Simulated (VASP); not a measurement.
Input of a VASP 6.6.1 run:

The input INCAR:

```
PREC = Accurate
ENCUT = 600
EDIFF = 1E-7
ISMEAR = 0
SIGMA = 0.02
LREAL = False
LASPH = True
NELM = 60
ALGO = Normal
ISIF = 4
LWAVE = False
LCHARG = False
GGA = PE
IBRION = 2
NSW = 50
EDIFFG = -0.01
```

File KPOINTS:

```
regular mesh
0
Gamma
  8 8 6
```

POSCAR

```
PbO
1.0
    4.0160667595      0.0000000000      0.0000000000
    0.0000000000      4.0160667595      0.0000000000
    0.0000000000      0.0000000000      5.5395927829
Pb O
2 2
Direct
    0.0000000000      0.5000000000      0.2126165107
    0.5000000000      0.0000000000      0.7873834893
    0.0000000000      0.0000000000      0.0000000000
    0.5000000000      0.5000000000      0.0000000000
```

Potentials or basis: VASP PAW PBE potentials, release 64 (Pb_d, O).

Command:

```bash
$ cat potpaw_PBE.64/Pb_d/POTCAR potpaw_PBE.64/O/POTCAR > POTCAR
$ mpirun -np 1 vasp_std > vasp.out
```

(1) Estimate the band gap on the k mesh.

Results:

(1) 1.67 eV (least direct gap 1.99 eV).

Caveat: spin-orbit coupling is left out, which moves the levels of the heavy elements.
